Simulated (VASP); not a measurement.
# Ag4CO in VASP: single point with PBEsol

Aim: the single point of Ag4CO with PBEsol.

Program: VASP 6.6.1. These are calculated values, not measurements. Logs are shortened: lines on timing, memory, paths and dates and some standing lists are left out, and cuts for length are marked.

## (1) The cell of the first run

The cell holds a slab with vacuum, 6 atoms: a = 2.867 Å, b = 2.867 Å, c = 27.172 Å, α = 90.00°, β = 90.00°, γ = 120.00°.

## (2) Single point, PBEsol

Input file INCAR:

```
PREC = Accurate ; ENCUT = 520
EDIFF = 1E-6 ; ISMEAR = 0
SIGMA = 0.1 ; LREAL = F
LASPH = T ; NELM = 120
ALGO = Normal ; ISIF = 2
LWAVE = F ; LCHARG = F
LDIPOL = T ; IDIPOL = 3
DIPOL = 0.5 0.5 0.517 ; GGA = PS
NBANDS = 52 ; GGA_COMPAT = F
NELMDL = -8
```

Input file KPOINTS:

```
regular mesh
0
Gamma
  12 12 1
```

Input file POSCAR:

```
Ag4CO
1.0
    2.8669036820      0.0000000000      0.0000000000
   -1.4334518410      2.4828114189      0.0000000000
    0.0000000000      0.0000000000     27.1724511627
Ag C O
4 1 1
Direct
    0.6666666667      0.3333333333      0.3128168286
    0.3333333333      0.6666666667      0.3989635307
    0.0000000000      0.0000000000      0.4853351219
    0.6666666667      0.3333333333      0.5699114201
    0.6666666667      0.3333333333      0.6476139267
    0.6666666667      0.3333333333      0.6897229922
```

Potentials or basis: VASP PAW PBE potentials, release 64 (Ag_sv_GW, C, O).

Started as:

```console
> cat potpaw_PBE.64/Ag_sv_GW/POTCAR potpaw_PBE.64/C/POTCAR potpaw_PBE.64/O/POTCAR > POTCAR
> mpirun -np 1 vasp_std > vasp.out
```

OUTCAR:

```text
PREC = Accurate
   ENCUT = 520
   EDIFF = 1E-6
   ISMEAR = 0
   LREAL = F
   LASPH = T
   NELM = 120
   ISIF = 2
   GGA = PS
   NELMDL = -8

 ion  position               nearest neighbor table
   1  0.667  0.333  0.313-
   2  0.333  0.667  0.399-
   3  0.000  0.000  0.485-
   4  0.667  0.333  0.570-   5 2.11
   5  0.667  0.333  0.648-   6 1.14   4 2.11
   6  0.667  0.333  0.690-   5 1.14

  LATTYP: Found a hexagonal cell.
 ALAT       =     2.8669036820
 C/A-ratio  =     9.4779783965

  Lattice vectors:

 A1 = (   2.8669036820,   0.0000000000,   0.0000000000)
 A2 = (  -1.4334518410,   2.4828114189,   0.0000000000)
 A3 = (   0.0000000000,   0.0000000000,  27.1724511627)

Analysis of symmetry for initial positions (statically):
=====================================================================
 Subroutine PRICEL returns:
 Original cell was already a primitive cell.

 Routine SETGRP: Setting up the symmetry group for a
 hexagonal supercell.

 Subroutine GETGRP returns: Found  6 space group operations
 (whereof  6 operations were pure point group operations)
 out of a pool of 24 trial point group operations.

The static configuration has the point symmetry C_3v.

Analysis of symmetry for dynamics (positions and initial velocities):
=====================================================================
 Subroutine PRICEL returns:
 Original cell was already a primitive cell.

 Routine SETGRP: Setting up the symmetry group for a
 hexagonal supercell.

 Subroutine GETGRP returns: Found  6 space group operations
 (whereof  6 operations were pure point group operations)
 out of a pool of 24 trial point group operations.

The dynamic configuration has the point symmetry C_3v.

 Subroutine INISYM returns: Found  6 space group operations
 (whereof  6 operations are pure point group operations),
 and found     1 'primitive' translations

----------------------------------------------------------------------------------------

                                     Primitive cell

  volume of cell :     193.4130

  direct lattice vectors                    reciprocal lattice vectors
     2.866903682  0.000000000  0.000000000     0.348808370  0.201384606  0.000000000
    -1.433451841  2.482811419  0.000000000     0.000000000  0.402769213  0.000000000
     0.000000000  0.000000000 27.172451163     0.000000000  0.000000000  0.036801980

  length of vectors
     2.866903682  2.866903682 27.172451163     0.402769213  0.402769213  0.036801980

  position of ions in fractional coordinates (direct lattice)
     0.666666667  0.333333333  0.312816829
     0.333333333  0.666666667  0.398963531
     0.000000000  0.000000000  0.485335122
     0.666666667  0.333333333  0.569911420
     0.666666667  0.333333333  0.647613927
     0.666666667  0.333333333  0.689722992

  ion indices of the primitive-cell ions
   primitive index   ion index
                 1           1
                 2           2
                 3           3
                 4           4
                 5           5
                 6           6

----------------------------------------------------------------------------------------

 KPOINTS: regular mesh

Automatic generation of k-mesh.
 Grid dimensions read from file:
 generate k-points for:   12   12    1

 Generating k-lattice:

  Cartesian coordinates                     Fractional coordinates (reciprocal lattice)
     0.029067364  0.016782051  0.000000000     0.083333333 -0.000000000  0.000000000
     0.000000000  0.033564101  0.000000000     0.000000000  0.083333333  0.000000000
     0.000000000  0.000000000  0.036801980     0.000000000  0.000000000  1.000000000

  Length of vectors
     0.033564101  0.033564101  0.036801980

  Shift w.r.t. Gamma in fractional coordinates (k-lattice)
     0.000000000  0.000000000  0.000000000

 Subroutine IBZKPT returns following result:
 ===========================================

 Found     19 irreducible k-points:

 Following reciprocal coordinates:
            Coordinates               Weight
  0.000000  0.000000  0.000000      1.000000
  0.083333  0.000000  0.000000      6.000000
  0.166667  0.000000  0.000000      6.000000
  0.250000  0.000000  0.000000      6.000000
  0.333333  0.000000  0.000000      6.000000
  0.416667  0.000000  0.000000      6.000000
[... 11 lines left out ...]
  0.333333  0.250000  0.000000     12.000000
  0.333333  0.333333  0.000000      2.000000
   k-points           NKPTS =     19   k-points in BZ     NKDIM =     19   number of bands    NBANDS=     52
   number of dos      NEDOS =    301   number of ions     NIONS =      6
   total plane-waves  NPLWV = 120960
   dimension x,y,z NGX =    24 NGY =   24 NGZ =  210
   dimension x,y,z NGXF=    48 NGYF=   48 NGZF=  420
   ions per type =               4   1   1
   NGX,Y,Z   is equivalent  to a cutoff of  13.92, 13.92, 12.85 a.u.
   NGXF,Y,Z  is equivalent  to a cutoff of  27.83, 27.83, 25.70 a.u.
 SYSTEM =  unknown system
   PREC   = accura    normal or accurate (medium, high low for compatibility)
   ISTART =      0    job   : 0-new  1-cont  2-samecut
   ICHARG =      2    charge: 1-file 2-atom 10-const
   ISPIN  =      1    spin polarized calculation?
   LNONCOLLINEAR =      F non collinear calculations
   LSORBIT =      F    spin-orbit coupling
   LASPH  =      T    aspherical Exc in radial PAW
   ENCUT  =  520.0 eV  38.22 Ry    6.18 a.u.   5.33  5.33 50.52*2*pi/ulx,y,z
   NELM   =    120;   NELMIN=  2; NELMDL= -8     # of ELM steps
   EDIFF  = 0.1E-05   stopping-criterion for ELM
   LREAL  =      F    real-space projection
   EDIFFG = 0.1E-04   stopping-criterion for IOM
   NSW    =      0    number of steps for IOM
   IBRION =     -1    ionic relax: 0-MD 1-quasi-New 2-CG
   NFREE  =      0    steps in history (QN), initial steepest desc. (CG)
   ISIF   =      2    stress and relaxation
   ISYM   =      2    0-nonsym 1-usesym 2-fastsym
   POTIM  = 0.5000    time-step for ionic-motion
   TEBEG  =    0.0;   TEEND  =   0.0 temperature during run
   PSTRESS=    0.0 pullay stress
   NELECT =      86.0000    total number of electrons
   NUPDOWN=      -1.0000    fix difference up-down
   EMIN   =  10.00;   EMAX   =-10.00  energy-range for DOS
   EFERMI =   0.00;   METHOD = LEGACY
   ISMEAR =     0;   SIGMA  =   0.10  broadening in eV -4-tet -1-fermi 0-gaus
   EFERMI_NEDOS =   21; number of points for ismear=-14 and -15
   IALGO  =     38    algorithm
   IMIX   =      4    mixing-type and parameters
     AMIX     =   0.40;   BMIX     =  1.00
     AMIX_MAG =   1.60;   BMIX_MAG =  1.00
  volume/ion in A,a.u.               =      32.24       217.54
  Fermi-wavevector in a.u.,A,eV,Ry     =   1.249527  2.361264 21.243029  1.561319
  Thomas-Fermi vector in A             =   2.383564
   LORBIT       =      0    0 simple, 1 ext, 2 COOP (PROOUT), +10 PAW based schemes
   GGA     = PS    functional components
   LHFCALC =     F    Hartree Fock is set to
   AEXX    =    0.0000 exact exchange contribution
   IVDW    =     0    specifies the selected vdW correction
   LEPSILON=     F    determine dielectric tensor
   LRPA    =     F    only Hartree local field effects (RPA)
 non-spin polarized calculation
 Gauss-broadening in eV      SIGMA  =   0.10
  energy-cutoff  :      520.00
  volume of cell :      193.41
 maximum number of plane-waves:      5273
 NGX is ok and might be reduce to    24
   NGX = 11   NGY = 11   NGZ =101

 dipolmoment           0.000000      0.000000     -0.063390 electrons x Angstroem

 number of electron      85.9999979 magnetization

 dipolmoment           0.000000      0.000000      0.020426 electrons x Angstroem

 Free energy of the ion-electron system (eV)
  ---------------------------------------------------
  ext. energy  EPLUGINS =         0.00000000
  ---------------------------------------------------
  free energy    TOTEN  =       -19.45281177 eV

  energy without entropy =      -19.44289506  energy(sigma->0) =      -19.44785341

 E-fermi :   0.1953     XC(G=0):  -6.0406

 val. band max:        0.1292955453   @ k =   0.0833   0.0000   0.0000
 cond. band min:       0.2369180345   @ k =   0.4167   0.0833   0.0000
 fundamental gap:      0.1076224892
 Fermi energy:         0.1952973742

 k-point     1 :       0.0000    0.0000    0.0000
  band No.  band energies     occupation
      1     -92.0592      2.00000
      2     -91.7863      2.00000
      3     -91.6677      2.00000
      4     -91.5615      2.00000
      5     -55.6072      2.00000
      6     -55.4549      2.00000
[... 44 lines left out ...]
     51       5.6197      0.00000
     52       6.6761      0.00000

 k-point     2 :       0.0833    0.0000    0.0000
  band No.  band energies     occupation
      1     -92.0583      2.00000
      2     -91.7854      2.00000
      3     -91.6669      2.00000
      4     -91.5606      2.00000
      5     -55.6058      2.00000
      6     -55.4640      2.00000
[... 44 lines left out ...]
     51       5.7820      0.00000
     52       6.8330      0.00000

 k-point     3 :       0.1667    0.0000    0.0000
  band No.  band energies     occupation
      1     -92.0559      2.00000
      2     -91.7830      2.00000
      3     -91.6645      2.00000
      4     -91.5582      2.00000
      5     -55.6023      2.00000
      6     -55.4896      2.00000
[... 44 lines left out ...]
     51       6.2734      0.00000
     52       7.2993      0.00000
[... 771 lines left out ...]
 k-point    18 :       0.3333    0.2500    0.0000
  band No.  band energies     occupation
      1     -92.0450      2.00000
      2     -91.7718      2.00000
      3     -91.6538      2.00000
      4     -91.5473      2.00000
      5     -55.5858      2.00000
      6     -55.5682      2.00000
[... 44 lines left out ...]
     51       7.1332      0.00000
     52       7.5116      0.00000

 k-point    19 :       0.3333    0.3333    0.0000
  band No.  band energies     occupation
      1     -92.0446      2.00000
      2     -91.7714      2.00000
      3     -91.6534      2.00000
      4     -91.5469      2.00000
      5     -55.5851      2.00000
      6     -55.5525      2.00000
[... 44 lines left out ...]
     51       6.5592      0.00000
     52       6.8492      0.00000

------------------------ aborting loop because EDIFF is reached ----------------------------------------

 vacuum level on the upper side and lower side of the slab       (xc-potential included)         0.041        -0.461

  FORCE on cell =-STRESS in cart. coord.  units (eV):
  Direction    XX          YY          ZZ          XY          YZ          ZX
  --------------------------------------------------------------------------------------
  -------------------------------------------------------------------------------------
  Total       -0.3705869     -0.3705869     -0.1469736      0.0000000      0.0000000     -0.0000000
  in kB       -3.0698351     -3.0698351     -1.2174864      0.0000000      0.0000000     -0.0000000
  external PRESSURE =      -2.4523855 kB  Pullay stress =       0.0000000 kB

 VOLUME and BASIS-vectors are now :
 -----------------------------------------------------------------------------
  energy-cutoff  :      520.00
  volume of cell :      193.41
      direct lattice vectors                 reciprocal lattice vectors
     2.866903682  0.000000000  0.000000000     0.348808370  0.201384606  0.000000000
    -1.433451841  2.482811419  0.000000000     0.000000000  0.402769213  0.000000000
     0.000000000  0.000000000 27.172451163     0.000000000  0.000000000  0.036801980

 POSITION                                       TOTAL-FORCE (eV/Angst)
 -----------------------------------------------------------------------------------
      1.43345      0.82760      8.50000        -0.000000      0.000000     -0.043129
     -0.00000      1.65521     10.84082         0.000000      0.000000      0.043121
      0.00000      0.00000     13.18774         0.000000      0.000000      0.006049
      1.43345      0.82760     15.48589         0.000000      0.000000      0.006670
      1.43345      0.82760     17.59726         0.000000     -0.000000     -0.988879
      1.43345      0.82760     18.74146         0.000000      0.000000      0.976168
 -----------------------------------------------------------------------------------
    total drift:                               -0.000001      0.000001      0.000322

  FREE ENERGIE OF THE ION-ELECTRON SYSTEM (eV)
  ---------------------------------------------------
  free  energy   TOTEN  =       -19.4528117659 eV

  energy  without entropy=      -19.4428950562  energy(sigma->0) =      -19.44785341

 vacuum level on the upper side and lower side of the slab         5.229         4.717
```

Wall time 12 min (1 thread of Intel Xeon Platinum 8259CL at 2.50GHz (Skylake/Cascade Lake), shared host); peak memory 0.45 GiB.

Results:

| Item | Value |
| --- | --- |
| Free energy | -19.4528 eV |
| Largest force | 0.989 eV/Å |
| Band gap on the k mesh | zero (bands 43 and 44 overlap by 4.48 eV) |

Forces in eV/Å, atoms in the order of the input:
```
Ag   0.000  0.000 -0.043
Ag   0.000  0.000  0.043
Ag   0.000  0.000  0.006
Ag   0.000  0.000  0.007
C    0.000  0.000 -0.989
O    0.000  0.000  0.976
```

Levels at points of the mesh, in eV from the Fermi level:
```tsv
k point	band 40	band 41	band 42	band 43	band 44	band 45	band 46	band 47
(0.00, 0.00, 0.00)	-3.38	-3.38	-3.04	-3.04	-2.98	-0.42	2.92	4.11
(0.50, 0.00, 0.00)	-2.70	-2.32	-0.85	0.21	1.01	1.45	2.23	3.24
```

Caveat: the PAW data sets were made with another functional, which shifts forces and pressure a little.

The gap in the log of VASP goes by the Fermi energy; the results here count the filled bands.